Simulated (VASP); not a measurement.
# NaI (P1) in VASP: further runs

NaI is run at these levels: PBE+D3(BJ); tasks: single point.

All numbers are computed with VASP 6.6.1; they aren't measurements. Logs are shortened: lines on timing, memory, paths and dates and some standing lists are left out, and cuts for length are marked.

## (1) The cell of the first run

The typed cell holds 16 atoms: a = 8.917 Å, b = 8.917 Å, c = 8.990 Å, α = 104.36°, β = 104.36°, γ = 90.00°.

## (2) Single point, PBE+D3(BJ) (dynamics (nvt nose hoover) at 800 K, volume x 1.02, from the last frame before)

Input file INCAR:

```
SYSTEM = NaI
ALGO = Normal
EDIFF = 1E-6
ENCUT = 520
GGA = PE
ISIF = 2
ISMEAR = -1
IVDW = 12
LASPH = .True.
LCHARG = .False.
LREAL = Auto
LWAVE = .False.
NBANDS = 70
NELM = 100
PREC = Accurate
SIGMA = 0.0689
```

Input file KPOINTS:

```
k-points
0
Gamma
  1 1 1
  0 0 0
```

Input file POSCAR:

```
NaI
1.0
    8.9167183189      0.0000000000      0.0000000000
    0.0000000000      8.9167183189      0.0000000000
   -2.2291795797     -2.2291795797      8.4191628328
Na I
8 8
Direct
    0.3468148469      0.1393458058      0.5024468684
    0.8757834496      0.1162443728      0.4724062331
    0.4181769785      0.6484246914      0.5330406466
    0.8792734255      0.6178211830      0.4581234591
    0.2384831685      0.2387986433      0.0261738613
    0.7224741362      0.2593281836      0.0136154868
    0.2397929661      0.7500947203     -0.0265611919
    0.7127779033      0.7118433666     -0.0311721017
    0.1380043090      0.3543922144      0.4870475939
    0.6206965539      0.3763255957      0.4901329362
    0.1275974910      0.8739579526      0.5167514973
    0.6268328530      0.8847424245      0.4970640292
    0.0058846798      0.0118199351      0.0154317006
    0.5044004243     -0.0050696338     -0.0097697362
   -0.0072247284      0.5026914579      0.0025193716
    0.4958414386      0.5044186973      0.0102295206
```

Potentials or basis: VASP PAW PBE potentials, release 64 (Na_pv, I).

The run is started by

```sh
$ cat potpaw_PBE.64/Na_pv/POTCAR potpaw_PBE.64/I/POTCAR > POTCAR
$ mpirun -np 1 vasp_gam > vasp.out
```

OUTCAR:

```text
SYSTEM = NaI
   EDIFF = 1E-6
   ENCUT = 520
   GGA = PE
   ISIF = 2
   ISMEAR = -1
   IVDW = 12
   LASPH = .True.
   LREAL = Auto
   NELM = 100
   PREC = Accurate
 IVDW          = 12

 ion  position               nearest neighbor table
   1  0.347  0.139  0.502-   9 2.68  11 3.12
   2  0.876  0.116  0.472-   9 3.11  12 3.12  11 3.14
   3  0.418  0.648  0.533-  12 2.94  10 3.03
   4  0.879  0.618  0.458-  11 3.04
   5  0.238  0.239  0.026-  13 2.87
   6  0.722  0.259  0.014-  16 2.98  14 2.99
   7  0.240  0.750  0.973-  13 3.15  14 3.16  16 3.18
   8  0.713  0.712  0.969-  16 2.83  15 3.12  14 3.13
   9  0.138  0.354  0.487-   1 2.68   2 3.11
  10  0.621  0.376  0.490-   3 3.03
  11  0.128  0.874  0.517-   4 3.04   1 3.12   2 3.14
  12  0.627  0.885  0.497-   3 2.94   2 3.12
  13  0.006  0.012  0.015-   5 2.87   7 3.15
  14  0.504  0.995  0.990-   6 2.99   8 3.13   7 3.16
  15  0.993  0.503  0.003-   8 3.12
  16  0.496  0.504  0.010-   8 2.83   6 2.98   7 3.18

  LATTYP: Found a base centered monoclinic cell.
 ALAT       =    12.6101439784
 B/A-ratio  =     1.0000000000
 C/A-ratio  =     0.7129211347
 COS(beta)  =    -0.3506699238

  Lattice vectors:

 A1 = (   8.9167183189,   0.0000000000,   0.0000000000)
 A2 = (   0.0000000000,   8.9167183189,   0.0000000000)
 A3 = (  -2.2291795797,  -2.2291795797,   8.4191628328)

Analysis of symmetry for initial positions (statically):
=====================================================================
 Subroutine PRICEL returns:
 Original cell was already a primitive cell.

 Routine SETGRP: Setting up the symmetry group for a
 base centered monoclinic supercell.

 Subroutine GETGRP returns: Found  1 space group operations
 (whereof  1 operations were pure point group operations)
 out of a pool of  4 trial point group operations.

The static configuration has the point symmetry C_1 .

Analysis of symmetry for dynamics (positions and initial velocities):
=====================================================================
 Subroutine PRICEL returns:
 Original cell was already a primitive cell.

 Routine SETGRP: Setting up the symmetry group for a
 base centered monoclinic supercell.

 Subroutine GETGRP returns: Found  1 space group operations
 (whereof  1 operations were pure point group operations)
 out of a pool of  4 trial point group operations.

The dynamic configuration has the point symmetry C_1 .

 Subroutine INISYM returns: Found  1 space group operations
 (whereof  1 operations are pure point group operations),
 and found     1 'primitive' translations
[... 104 lines left out ...]
   NFREE  =      0    steps in history (QN), initial steepest desc. (CG)
   ISIF   =      2    stress and relaxation
   ISYM   =      2    0-nonsym 1-usesym 2-fastsym
   POTIM  = 0.5000    time-step for ionic-motion
   TEBEG  =    0.0;   TEEND  =   0.0 temperature during run
   PSTRESS=    0.0 pullay stress
   NELECT =     112.0000    total number of electrons
   NUPDOWN=      -1.0000    fix difference up-down
   EMIN   =  10.00;   EMAX   =-10.00  energy-range for DOS
   EFERMI =   0.00;   METHOD = LEGACY
   ISMEAR =    -1;   SIGMA  =   0.07  broadening in eV -4-tet -1-fermi 0-gaus
   EFERMI_NEDOS =   21; number of points for ismear=-14 and -15
   IALGO  =     38    algorithm
   IMIX   =      4    mixing-type and parameters
     AMIX     =   0.40;   BMIX     =  1.00
     AMIX_MAG =   1.60;   BMIX_MAG =  1.00
  volume/ion in A,a.u.               =      41.84       282.33
  Fermi-wavevector in a.u.,A,eV,Ry     =   0.902100  1.704721 11.072200  0.813784
  Thomas-Fermi vector in A             =   2.025262
   LORBIT       =      0    0 simple, 1 ext, 2 COOP (PROOUT), +10 PAW based schemes
   GGA     = PE    functional components
   LHFCALC =     F    Hartree Fock is set to
   AEXX    =    0.0000 exact exchange contribution
   IVDW    =    12    specifies the selected vdW correction
   LEPSILON=     F    determine dielectric tensor
   LRPA    =     F    only Hartree local field effects (RPA)
 non-spin polarized calculation
  energy-cutoff  :      520.00
  volume of cell :      669.39
 maximum number of plane-waves:      9046
 NGX is ok and might be reduce to    70
   NGX = 33   NGY = 33   NGZ = 33

 number of electron     111.9999996 magnetization

 Free energy of the ion-electron system (eV)
  ---------------------------------------------------
  ext. energy  EPLUGINS =         0.00000000
  ---------------------------------------------------
  free energy    TOTEN  =       -38.71445973 eV

  energy without entropy =      -38.71445973  energy(sigma->0) =      -38.71445973

 E-fermi :   1.3671     XC(G=0):  -6.7131

 val. band max:       -0.1140194722   @ k =   0.0000   0.0000   0.0000
 cond. band min:       2.8016877696   @ k =   0.0000   0.0000   0.0000
 fundamental gap:      2.9157072417
 Fermi energy:         1.3670875050

 k-point     1 :       0.0000    0.0000    0.0000
  band No.  band energies     occupation
      1     -23.4088      2.00000
      2     -23.3606      2.00000
      3     -23.3508      2.00000
      4     -23.3293      2.00000
      5     -23.3282      2.00000
      6     -23.3038      2.00000
[... 60 lines left out ...]
     67       5.9065      0.00000
     68       6.1486      0.00000
 [bands above 68 left out]

------------------------ aborting loop because EDIFF is reached ----------------------------------------

 Edisp (eV)   -3.15493

 E8    (eV) :    -1.4476

  FORCE on cell =-STRESS in cart. coord.  units (eV):
  Direction    XX          YY          ZZ          XY          YZ          ZX
  --------------------------------------------------------------------------------------
  -------------------------------------------------------------------------------------
  Total       3.79602     4.51354    -3.12309    -0.00961    -0.29356     0.49248
  in kB       9.08573    10.80311    -7.47508    -0.02300    -0.70264     1.17875
  external pressure =        4.14 kB  Pullay stress =        0.00 kB

 VOLUME and BASIS-vectors are now :
 -----------------------------------------------------------------------------
  energy-cutoff  :      520.00
  volume of cell :      669.39
      direct lattice vectors                 reciprocal lattice vectors
     8.916718319  0.000000000  0.000000000     0.112148883  0.000000000  0.029694164
     0.000000000  8.916718319  0.000000000     0.000000000  0.112148883  0.029694164
    -2.229179580 -2.229179580  8.419162833     0.000000000  0.000000000  0.118776655

 POSITION                                       TOTAL-FORCE (eV/Angst)
 -----------------------------------------------------------------------------------
      1.97241      0.12246      4.23018         0.829947     -0.789513      0.026839
      6.75604     -0.01656      3.97726        -0.052814     -0.000499      0.042071
      2.54052      4.59358      4.48776        -0.335829     -0.046443     -0.122849
      6.81899      4.48770      3.85702        -0.093839     -0.054882      0.014623
      2.06814      2.07095      0.22036         0.214113      0.297913      0.012360
      6.41175      2.28201      0.11463         0.406963     -0.089401     -0.068403
[... 8 lines left out ...]
      8.84668      4.47674      0.02121        -0.138735      0.052409     -0.010152
      4.39848      4.47496      0.08612        -0.579452     -0.163100      0.060728
 -----------------------------------------------------------------------------------
    total drift:                               -0.008175     -0.002783     -0.004293

  FREE ENERGIE OF THE ION-ELECTRON SYSTEM (eV)
  ---------------------------------------------------
  free  energy   TOTEN  =       -41.8693894041 eV

  energy  without entropy=      -41.8693893986  energy(sigma->0) =      -41.86938940
```

OSZICAR:

```text
N       E                     dE             d eps       ncg     rms          rms(c)
DAV:   1     0.120573802786E+04    0.12057E+04   -0.54802E+04   164   0.155E+03
DAV:   2     0.120489040475E+03   -0.10852E+04   -0.10453E+04   172   0.380E+02
DAV:   3    -0.300064348085E+02   -0.15050E+03   -0.14788E+03   170   0.148E+02
DAV:   4    -0.399681242887E+02   -0.99617E+01   -0.99266E+01   160   0.335E+01
DAV:   5    -0.403372929127E+02   -0.36917E+00   -0.36901E+00   192   0.810E+00    0.544E+00
DAV:   6    -0.389547500605E+02    0.13825E+01   -0.16730E+00   160   0.350E+00    0.353E+00
DAV:   7    -0.386385000867E+02    0.31625E+00   -0.19081E+00   160   0.349E+00    0.219E+00
DAV:   8    -0.387016969664E+02   -0.63197E-01   -0.91744E-02   160   0.125E+00    0.349E-01
DAV:   9    -0.387093870150E+02   -0.76900E-02   -0.71166E-03   168   0.334E-01    0.290E-01
DAV:  10    -0.387120624717E+02   -0.26755E-02   -0.82352E-04   160   0.105E-01    0.157E-01
DAV:  11    -0.387144046329E+02   -0.23422E-02   -0.28303E-03   152   0.162E-01    0.745E-02
DAV:  12    -0.387144037424E+02    0.89052E-06   -0.85649E-05   168   0.317E-02    0.602E-02
DAV:  13    -0.387144050929E+02   -0.13506E-05   -0.70185E-06   128   0.846E-03    0.527E-02
DAV:  14    -0.387144528604E+02   -0.47768E-04   -0.47601E-05   152   0.265E-02    0.436E-02
DAV:  15    -0.387144576326E+02   -0.47722E-05   -0.44028E-05   144   0.206E-02    0.321E-02
DAV:  16    -0.387144590679E+02   -0.14353E-05   -0.10081E-05   138   0.862E-03    0.169E-02
DAV:  17    -0.387144597342E+02   -0.66637E-06   -0.56874E-07    96   0.399E-03
   1 F= -.41869389E+02 E0= -.41869389E+02  d E =-.551065E-08
```

Run time: 48 s. Hardware: 1 thread of AMD EPYC 9R45 (Zen 5), shared host; peak memory 0.58 GiB.

What came out:

| Quantity | Value |
| --- | --- |
| Free energy | -41.8694 eV |
| Pressure | 0.4 GPa |
| Largest force | 1.146 eV/Å |
| Band gap on the k mesh | 2.92 eV |
| Dispersion energy per atom | -0.197 eV |

Forces on the atoms (eV/Å):
```
Na   0.830 -0.790  0.027
Na  -0.053  0.000  0.042
Na  -0.336 -0.046 -0.123
Na  -0.094 -0.055  0.015
Na   0.214  0.298  0.012
Na   0.407 -0.089 -0.068
Na  -0.127  0.008  0.056
Na   0.521  0.415  0.018
I   -0.688  0.879 -0.075
I    0.266 -0.003 -0.027
I    0.121 -0.246  0.157
I    0.191  0.058 -0.045
I   -0.363 -0.236  0.094
I   -0.172 -0.081 -0.133
I   -0.139  0.052 -0.010
I   -0.579 -0.163  0.061
```

Levels at points of the mesh, in eV from the valence-band top:
```csv
k point,band 53,band 54,band 55,band 56,band 57,band 58,band 59,band 60
"(0.00, 0.00, 0.00)",-0.18,-0.11,-0.05,0.00,2.92,4.08,4.13,4.56
```

Caveat: the k points lie up to 0.75 Å⁻¹ apart; spin-orbit coupling is left out, which moves the levels of the heavy elements; forces of over 1 eV/Å act on the atoms, so gaps and moduli don't describe the material at rest. A k mesh can miss the band edges.

[end of part 1 of 2]
